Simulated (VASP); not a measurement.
# Si15Sn (P1) in VASP: single point with PBEsol

Aim: the single point of Si15Sn with PBEsol.

Everything below comes from runs of VASP 6.6.1. Logs are shortened: lines on timing, memory, paths and dates and some standing lists are left out, and cuts for length are marked.

### Step 1. The cell of the first run

The typed cell holds 64 atoms: a = 11.014 Å, b = 11.014 Å, c = 11.014 Å, α = 90.00°, β = 90.00°, γ = 90.00°.

### Step 2. Single point, PBEsol

The input, INCAR:

```
SYSTEM = Si15Sn
PREC = Accurate
ENCUT = 520
EDIFF = 1E-6
ISMEAR = -1
SIGMA = 0.05
LREAL = Auto
LASPH = .True.
NELM = 80
ALGO = Normal
ISIF = 2
LWAVE = .False.
LCHARG = .False.
GGA = PS
NBANDS = 186
```

The input, KPOINTS:

```
Automatic mesh
0
Gamma
  1 1 1
  0.5 0.5 0.5
```

The input, POSCAR:

```
Si15Sn
1.0
   11.0140653878      0.0000000000      0.0000000000
    0.0000000000     11.0140653878      0.0000000000
    0.0000000000      0.0000000000     11.0140653878
Sn Si
4 60
Direct
    0.0009350000      0.9970330000      0.0026360000
    0.1340600000      0.1160030000      0.6173960000
    0.1249170000      0.6267590000      0.1266320000
    0.9915290000      0.2589970000      0.7550210000
    0.9906090000      0.9907220000      0.4913010000
    0.9922720000      0.4945840000      0.9951870000
    0.0002890000      0.5023720000      0.4977540000
    0.5028120000      0.0008780000      0.0018750000
    0.4999900000      0.0000500000      0.5001830000
    0.5008240000      0.4997200000      0.0002270000
    0.5026420000      0.5012700000      0.5015040000
    0.1338890000      0.1336500000      0.1337810000
    0.1251940000      0.6234300000      0.6240570000
    0.6237610000      0.1247580000      0.1268120000
    0.6236780000      0.1248770000      0.6238540000
    0.6241580000      0.6234450000      0.1252040000
    0.6242050000      0.6260740000      0.6253600000
    0.2556710000      0.2525250000      0.0036570000
    0.2610650000      0.2578840000      0.4912670000
    0.2621150000      0.7544630000      0.9930760000
    0.2495620000      0.7497290000      0.5003740000
    0.7425930000      0.2507540000      0.0036600000
    0.7474340000      0.2500120000      0.4973440000
    0.7476500000      0.7467450000      0.0002410000
    0.7475490000      0.7486500000      0.5015640000
    0.3805860000      0.3739890000      0.1269300000
    0.3780470000      0.3774360000      0.6254630000
    0.3777230000      0.8777330000      0.1253910000
    0.3801310000      0.8711790000      0.6241080000
    0.8731000000      0.3721080000      0.1248090000
    0.8641140000      0.3865410000      0.6146200000
    0.8631760000      0.8677440000      0.1347260000
    0.8725840000      0.8721070000      0.6252700000
    0.2520300000      0.0005860000      0.2528130000
    0.2648390000      0.9900880000      0.7557550000
    0.2589870000      0.4932220000      0.2576380000
    0.2527010000      0.5024750000      0.7504810000
    0.7450170000      0.0008340000      0.2518300000
    0.7442790000      0.9969780000      0.7477400000
    0.7501190000      0.4994390000      0.2499000000
    0.7457950000      0.5031690000      0.7483940000
    0.3795170000      0.1253800000      0.3733180000
    0.3786990000      0.1248810000      0.8782520000
    0.3775410000      0.6250190000      0.3779230000
    0.3805840000      0.6246860000      0.8728720000
    0.8728070000      0.1248490000      0.3726230000
    0.8545750000      0.1235630000      0.8776680000
    0.8723010000      0.6246670000      0.3778320000
    0.8733440000      0.6242200000      0.8725310000
    0.0009130000      0.2520840000      0.2523990000
    0.9902250000      0.7549260000      0.2602590000
    0.0009640000      0.7469700000      0.7473780000
    0.5025450000      0.2486670000      0.2495030000
    0.5003640000      0.2498190000      0.7501390000
    0.5002060000      0.7498490000      0.2502830000
    0.5026900000      0.7484610000      0.7490080000
    0.1257970000      0.3762020000      0.3762240000
    0.1342070000      0.3831260000      0.8839630000
    0.1235680000      0.8741880000      0.3745830000
    0.1348260000      0.8657070000      0.8664320000
    0.6241030000      0.3748430000      0.3739130000
    0.6239570000      0.3758460000      0.8749020000
    0.6236080000      0.8749950000      0.3766690000
    0.6237470000      0.8732440000      0.8755020000
```

Potentials or basis: VASP PAW PBE potentials, release 64 (Sn_d, Si).

Command:

```
> cat potpaw_PBE.64/Sn_d/POTCAR potpaw_PBE.64/Si/POTCAR > POTCAR
> mpirun -np 1 vasp_std > vasp.out
```

OUTCAR:

```text
SYSTEM = Si15Sn
   PREC = Accurate
   ENCUT = 520
   EDIFF = 1E-6
   ISMEAR = -1
   LREAL = Auto
   LASPH = .True.
   NELM = 80
   ISIF = 2
   GGA = PS

 ion  position               nearest neighbor table
   1  0.001  0.997  0.003-  47 2.54  32 2.54  12 2.55  60 2.55
   2  0.134  0.116  0.617-  35 2.51  19 2.52   5 2.52   4 2.69
   3  0.125  0.627  0.127-   6 2.52  51 2.52  20 2.53  36 2.53
   4  0.992  0.259  0.755-  47 2.51  31 2.52  58 2.52   2 2.69
   5  0.991  0.991  0.491-  59 2.33  33 2.36  46 2.36   2 2.52
   6  0.992  0.495  0.995-  58 2.33  49 2.36  30 2.36   3 2.52
[... 56 lines left out ...]
  63  0.624  0.875  0.377-  38 2.37   9 2.37  55 2.38  25 2.39
  64  0.624  0.873  0.876-  39 2.37  56 2.37   8 2.38  24 2.39

  LATTYP: Found a simple cubic cell.
 ALAT       =    11.0140653878

  Lattice vectors:

 A1 = (  11.0140653878,   0.0000000000,   0.0000000000)
 A2 = (   0.0000000000,  11.0140653878,   0.0000000000)
 A3 = (   0.0000000000,   0.0000000000,  11.0140653878)

Analysis of symmetry for initial positions (statically):
=====================================================================
 Subroutine PRICEL returns:
 Original cell was already a primitive cell.

 Routine SETGRP: Setting up the symmetry group for a
 simple cubic supercell.

 Subroutine GETGRP returns: Found  1 space group operations
 (whereof  1 operations were pure point group operations)
 out of a pool of 48 trial point group operations.

The static configuration has the point symmetry C_1 .

Analysis of symmetry for dynamics (positions and initial velocities):
=====================================================================
 Subroutine PRICEL returns:
 Original cell was already a primitive cell.

 Routine SETGRP: Setting up the symmetry group for a
 simple cubic supercell.

 Subroutine GETGRP returns: Found  1 space group operations
 (whereof  1 operations were pure point group operations)
 out of a pool of 48 trial point group operations.

The dynamic configuration has the point symmetry C_1 .

 Subroutine INISYM returns: Found  1 space group operations
 (whereof  1 operations are pure point group operations),
 and found     1 'primitive' translations

----------------------------------------------------------------------------------------

                                     Primitive cell

  volume of cell :    1336.1123

  direct lattice vectors                    reciprocal lattice vectors
    11.014065388  0.000000000  0.000000000     0.090792996  0.000000000  0.000000000
     0.000000000 11.014065388  0.000000000     0.000000000  0.090792996  0.000000000
     0.000000000  0.000000000 11.014065388     0.000000000  0.000000000  0.090792996

  length of vectors
    11.014065388 11.014065388 11.014065388     0.090792996  0.090792996  0.090792996

  position of ions in fractional coordinates (direct lattice)
     0.000935000  0.997033000  0.002636000
     0.134060000  0.116003000  0.617396000
     0.124917000  0.626759000  0.126632000
     0.991529000  0.258997000  0.755021000
     0.990609000  0.990722000  0.491301000
     0.992272000  0.494584000  0.995187000
[... 56 lines left out ...]
     0.623608000  0.874995000  0.376669000
     0.623747000  0.873244000  0.875502000

  ion indices of the primitive-cell ions
   primitive index   ion index
                 1           1
                 2           2
                 3           3
                 4           4
                 5           5
                 6           6
[... 56 lines left out ...]
                63          63
                64          64

----------------------------------------------------------------------------------------

 KPOINTS: Automatic mesh

Automatic generation of k-mesh.
 Grid dimensions read from file:
 generate k-points for:    1    1    1

 Generating k-lattice:

  Cartesian coordinates                     Fractional coordinates (reciprocal lattice)
     0.090792996  0.000000000  0.000000000     1.000000000  0.000000000  0.000000000
     0.000000000  0.090792996  0.000000000     0.000000000  1.000000000  0.000000000
     0.000000000  0.000000000  0.090792996     0.000000000  0.000000000  1.000000000

  Length of vectors
     0.090792996  0.090792996  0.090792996

  Shift w.r.t. Gamma in fractional coordinates (k-lattice)
     0.500000000  0.500000000  0.500000000

 Subroutine IBZKPT returns following result:
 ===========================================

 Found      1 irreducible k-points:

 Following reciprocal coordinates:
            Coordinates               Weight
  0.500000  0.500000  0.500000      1.000000
   k-points           NKPTS =      1   k-points in BZ     NKDIM =      1   number of bands    NBANDS=    186
   number of dos      NEDOS =    301   number of ions     NIONS =     64
   total plane-waves  NPLWV = 592704
   dimension x,y,z NGX =    84 NGY =   84 NGZ =   84
   dimension x,y,z NGXF=   168 NGYF=  168 NGZF=  168
   ions per type =               4  60
   NGX,Y,Z   is equivalent  to a cutoff of  12.68, 12.68, 12.68 a.u.
   NGXF,Y,Z  is equivalent  to a cutoff of  25.36, 25.36, 25.36 a.u.
 SYSTEM =  Si15Sn
   PREC   = accura    normal or accurate (medium, high low for compatibility)
   ISTART =      0    job   : 0-new  1-cont  2-samecut
   ICHARG =      2    charge: 1-file 2-atom 10-const
   ISPIN  =      1    spin polarized calculation?
   LNONCOLLINEAR =      F non collinear calculations
   LSORBIT =      F    spin-orbit coupling
   LASPH  =      T    aspherical Exc in radial PAW
   ENCUT  =  520.0 eV  38.22 Ry    6.18 a.u.  20.48 20.48 20.48*2*pi/ulx,y,z
   NELM   =     80;   NELMIN=  2; NELMDL= -5     # of ELM steps
   EDIFF  = 0.1E-05   stopping-criterion for ELM
   LREAL  =      T    real-space projection
   EDIFFG = 0.1E-04   stopping-criterion for IOM
   NSW    =      0    number of steps for IOM
   IBRION =     -1    ionic relax: 0-MD 1-quasi-New 2-CG
   NFREE  =      0    steps in history (QN), initial steepest desc. (CG)
   ISIF   =      2    stress and relaxation
   ISYM   =      2    0-nonsym 1-usesym 2-fastsym
   POTIM  = 0.5000    time-step for ionic-motion
   TEBEG  =    0.0;   TEEND  =   0.0 temperature during run
   PSTRESS=    0.0 pullay stress
   NELECT =     296.0000    total number of electrons
   NUPDOWN=      -1.0000    fix difference up-down
   EMIN   =  10.00;   EMAX   =-10.00  energy-range for DOS
   EFERMI =   0.00;   METHOD = LEGACY
   ISMEAR =    -1;   SIGMA  =   0.05  broadening in eV -4-tet -1-fermi 0-gaus
   EFERMI_NEDOS =   21; number of points for ismear=-14 and -15
   IALGO  =     38    algorithm
   IMIX   =      4    mixing-type and parameters
     AMIX     =   0.40;   BMIX     =  1.00
     AMIX_MAG =   1.60;   BMIX_MAG =  1.00
  volume/ion in A,a.u.               =      20.88       140.88
  Fermi-wavevector in a.u.,A,eV,Ry     =   0.990583  1.871931 13.350794  0.981256
  Thomas-Fermi vector in A             =   2.122264
   LORBIT       =      0    0 simple, 1 ext, 2 COOP (PROOUT), +10 PAW based schemes
   GGA     = PS    functional components
   LHFCALC =     F    Hartree Fock is set to
   AEXX    =    0.0000 exact exchange contribution
   IVDW    =     0    specifies the selected vdW correction
   LEPSILON=     F    determine dielectric tensor
   LRPA    =     F    only Hartree local field effects (RPA)
 non-spin polarized calculation
  energy-cutoff  :      520.00
  volume of cell :     1336.11
 maximum number of plane-waves:     35880
 NGX is ok and might be reduce to    80
   NGX = 41   NGY = 41   NGZ = 41

 number of electron     296.0000011 magnetization

 Free energy of the ion-electron system (eV)
  ---------------------------------------------------
  ext. energy  EPLUGINS =         0.00000000
  ---------------------------------------------------
  free energy    TOTEN  =      -353.98401303 eV

  energy without entropy =     -353.98400838  energy(sigma->0) =     -353.98401071

 E-fermi :   6.2173     XC(G=0):  -9.5089

 val. band max:        5.5424719059   @ k =   0.5000   0.5000   0.5000
 cond. band min:       6.9481831675   @ k =   0.5000   0.5000   0.5000
 fundamental gap:      1.4057112616
 Fermi energy:         6.2172997234

 k-point     1 :       0.5000    0.5000    0.5000
  band No.  band energies     occupation
      1     -15.2421      2.00000
      2     -15.1122      2.00000
      3     -15.1106      2.00000
      4     -15.1066      2.00000
      5     -15.0634      2.00000
      6     -15.0604      2.00000
[... 152 lines left out ...]
    159       7.1159      0.00000
    160       7.1191      0.00000
 [bands above 160 left out]

------------------------ aborting loop because EDIFF is reached ----------------------------------------

  FORCE on cell =-STRESS in cart. coord.  units (eV):
  Direction    XX          YY          ZZ          XY          YZ          ZX
  --------------------------------------------------------------------------------------
  -------------------------------------------------------------------------------------
  Total        0.8847457      0.5228577      0.5317414      0.2418056     -0.1201815      0.2390949
  in kB        1.0609284      0.6269763      0.6376291      0.2899573     -0.1441137      0.2867068
  external PRESSURE =       0.7751779 kB  Pullay stress =       0.0000000 kB

 VOLUME and BASIS-vectors are now :
 -----------------------------------------------------------------------------
  energy-cutoff  :      520.00
  volume of cell :     1336.11
      direct lattice vectors                 reciprocal lattice vectors
    11.014065388  0.000000000  0.000000000     0.090792996  0.000000000  0.000000000
     0.000000000 11.014065388  0.000000000     0.000000000  0.090792996  0.000000000
     0.000000000  0.000000000 11.014065388     0.000000000  0.000000000  0.090792996

 POSITION                                       TOTAL-FORCE (eV/Angst)
 -----------------------------------------------------------------------------------
      0.01030     10.98139      0.02903         0.002144      0.001199      0.001425
      1.47655      1.27766      6.80004        -0.011954      0.010748      0.004835
      1.37584      6.90316      1.39473        -0.001817      0.003914      0.003220
     10.92077      2.85261      8.31585         0.027560     -0.018626     -0.013987
     10.91063     10.91188      5.41122         0.011169      0.011815      0.010720
     10.92895      5.44738     10.96105         0.004804      0.009854      0.009272
[... 56 lines left out ...]
      6.86846      9.63725      4.14866         0.000022     -0.000517     -0.000821
      6.86999      9.61797      9.64284         0.000213     -0.001103      0.002170
 -----------------------------------------------------------------------------------
    total drift:                                0.015722      0.008499     -0.001263

  FREE ENERGIE OF THE ION-ELECTRON SYSTEM (eV)
  ---------------------------------------------------
  free  energy   TOTEN  =      -353.9840130280 eV

  energy  without entropy=     -353.9840083834  energy(sigma->0) =     -353.98401071
```

Wall time 8.2 min (1 thread of Intel Xeon Platinum 8488C (Sapphire Rapids), shared host); peak memory 1.1 GiB.

What came out:

- Free energy: -353.9840 eV
- Pressure: 0.1 GPa
- Largest force: 0.036 eV/Å
- Band gap on the k mesh: 1.41 eV

Forces in eV/Å, atoms in the order of the input:
```
Sn   0.002  0.001  0.001
Sn  -0.012  0.011  0.005
Sn  -0.002  0.004  0.003
Sn   0.028 -0.019 -0.014
Si   0.011  0.012  0.011
Si   0.005  0.010  0.009
Si   0.000 -0.003  0.000
Si   0.000  0.002 -0.002
Si   0.000 -0.001 -0.001
Si  -0.002  0.000  0.000
Si   0.001 -0.002 -0.001
Si  -0.007 -0.005 -0.007
Si   0.000  0.001  0.001
Si   0.001 -0.001  0.002
Si   0.002  0.002  0.001
Si  -0.002  0.000  0.000
Si  -0.001  0.001  0.000
Si   0.001 -0.003 -0.001
Si  -0.008 -0.009  0.011
Si  -0.007 -0.007  0.011
Si   0.000  0.001  0.000
Si  -0.002  0.007  0.003
Si   0.000 -0.001  0.002
Si   0.001  0.002  0.000
Si  -0.003 -0.002 -0.001
Si   0.000  0.001 -0.002
Si  -0.002  0.001  0.002
Si   0.000 -0.002  0.003
Si  -0.001 -0.003 -0.002
Si   0.002 -0.004  0.002
Si   0.006 -0.006  0.004
Si   0.005  0.008 -0.007
Si   0.001  0.000  0.001
Si   0.000 -0.004 -0.001
Si  -0.006  0.012 -0.008
Si  -0.007  0.006 -0.010
Si  -0.001  0.000 -0.002
Si   0.000  0.002 -0.001
Si  -0.001 -0.005 -0.005
Si   0.001  0.002  0.000
Si  -0.002  0.000  0.000
Si  -0.002 -0.002 -0.001
Si  -0.002  0.000  0.000
Si  -0.001  0.002  0.000
Si  -0.002 -0.003  0.004
Si   0.001  0.000  0.001
Si   0.016  0.000  0.000
Si  -0.003 -0.001  0.003
Si   0.001  0.003 -0.002
Si  -0.003  0.002  0.001
Si   0.011 -0.006 -0.010
Si  -0.003  0.003  0.004
Si  -0.001 -0.001  0.003
Si   0.000  0.000  0.000
Si  -0.001 -0.001 -0.001
Si   0.000  0.001 -0.003
Si  -0.003 -0.001 -0.001
Si  -0.006 -0.009 -0.008
Si   0.006 -0.001 -0.002
Si  -0.008  0.007  0.003
Si  -0.001  0.002 -0.002
Si   0.001  0.000  0.000
Si   0.000 -0.001 -0.001
Si   0.000 -0.001  0.002
```

Caveat: the k points lie up to 0.57 Å⁻¹ apart; the PAW data sets were made with another functional, which shifts forces and pressure a little; spin-orbit coupling is left out, which moves the levels of the heavy elements; a shifted mesh leaves out Γ, where band edges can lie.
